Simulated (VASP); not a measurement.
Write the native input for VASP 6.6.1 that does the following.

- Task: single point
- Functional: PBEsol
- Potentials or basis: VASP PAW PBE potentials, release 64 (Ti_sv, Al)
- Cutoff: 520 eV
- k mesh: 14 × 14 × 12
- Occupations: gaussian, width 0.15 eV
- Spin: no spin polarisation
- Dipole correction: no
- Further INCAR settings: ALGO = Fast; EDIFF = 1e-07; NBANDS = 27

The structure of TiAl2 lies in POSCAR:

```
TiAl2
1.0
    1.8528172424     -5.7249628382      0.0000000000
    1.8528172424      5.7249628382      0.0000000000
    0.0000000000      0.0000000000      3.7738037293
Ti Al
2 4
Direct
    0.6562199823      0.3437800177      0.0000000000
    0.3437800177      0.6562199823      0.0000000000
    0.0000000000      0.0000000000      0.0000000000
    0.8270962381      0.1729037619      0.5000000000
    0.1729037619      0.8270962381      0.5000000000
    0.5000000000      0.5000000000      0.5000000000
```

This cell differs from its parent crystal: strain -0.050 along x and y, -0.050 along z.

The input as run:

INCAR

```
  PREC = Accurate
  ENCUT = 520
  EDIFF = 1E-7
  ISMEAR = 0
  SIGMA = 0.15
  LREAL = F
  LASPH = T
  NELM = 80
  ALGO = Fast
  ISIF = 2
  LWAVE = F
  LCHARG = F
  GGA = PS
  NBANDS = 27
```

KPOINTS

```
Automatic mesh
0
Gamma
  14 14 12
```

Potentials or basis: VASP PAW PBE potentials, release 64 (Ti_sv, Al).

Run with:

```console
$ cat potpaw_PBE.64/Ti_sv/POTCAR potpaw_PBE.64/Al/POTCAR > POTCAR
$ mpirun -np 1 vasp_std > vasp.out
```

It gave:

| Quantity | Value |
| --- | --- |
| Pressure | 24.2 GPa |
| Largest force | 0.243 eV/Å |
| Band gap on the k mesh | zero (bands 18 and 19 overlap by 1.87 eV) |

Caveat: the cell differs from its parent crystal (strain -0.050 along x and y, -0.050 along z); the cell stands under pressure; the PAW data sets were made with another functional, which shifts forces and pressure a little.

It took 43 min on 1 thread of Intel(R) Xeon(R) 6975P-C (Granite Rapids) (shared host), peak memory 0.79 GiB.
